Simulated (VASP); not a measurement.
Set up this calculation in VASP 6.6.1, as the native input.

- Task: single point
- Functional: PBE
- Potentials or basis: VASP PAW PBE potentials, release 64 (In_d, Sb, As)
- Cutoff: 520 eV
- k mesh: 6 × 6 × 1
- Occupations: gaussian, width 0.1 eV
- Spin: no spin polarisation
- Dipole correction: no
- Further INCAR settings: ALGO = Normal; EDIFF = 1e-06; NBANDS = 66

The structure of In3Sb2As lies in POSCAR:

```
In3Sb2As
1.0
    4.2206170100      0.0000000000      0.0000000000
   -2.1103085000      3.6551615500      0.0000000000
    0.0000000000      0.0000000000     20.8185628300
In Sb As
6 4 2
Direct
    0.6666666700      0.3333333300      0.1668627100
    0.6666666700      0.3333333300      0.5001960400
    0.6666666700      0.3333333300      0.8335293700
    0.3333333300      0.6666666700      0.0001960400
    0.3333333300      0.6666666700      0.3335293700
    0.3333333300      0.6666666700      0.6668627100
    0.6666666700      0.3333333300      0.6249706100
    0.6666666700      0.3333333300      0.9583039500
    0.3333333300      0.6666666700      0.1249706100
    0.3333333300      0.6666666700      0.4583039500
    0.6666666700      0.3333333300      0.2916372800
    0.3333333300      0.6666666700      0.7916372800
```

One way to write it, as run:

INCAR

```
SYSTEM = In3Sb2As
ALGO = Normal
EDIFF = 1E-6
ENCUT = 520
GGA = PE
ISIF = 2
ISMEAR = 0
LASPH = .True.
LCHARG = .True.
LELF = .True.
LREAL = .False.
LVHAR = .True.
LWAVE = .False.
NBANDS = 66
NELM = 60
PREC = Accurate
SIGMA = 0.1
```

KPOINTS

```
k-points
0
Gamma
  6 6 1
  0 0 0
```

Potentials or basis: VASP PAW PBE potentials, release 64 (In_d, Sb, As).

Run with:

```bash
$ cat potpaw_PBE.64/In_d/POTCAR potpaw_PBE.64/Sb/POTCAR potpaw_PBE.64/As/POTCAR > POTCAR
$ mpirun -np 1 vasp_std > vasp.out
```

It gave:

```
Pressure               : 18.0 GPa
Largest force          : 1.521 eV/Å
Band gap on the k mesh : 0.23 eV, direct
```

Caveat: spin-orbit coupling is left out, which moves the levels of the heavy elements; forces of over 1 eV/Å act on the atoms, so gaps and moduli don't describe the material at rest.

Wall time 10 min on 1 thread of AMD EPYC 7R13, on a shared host, peak memory 0.44 GiB.
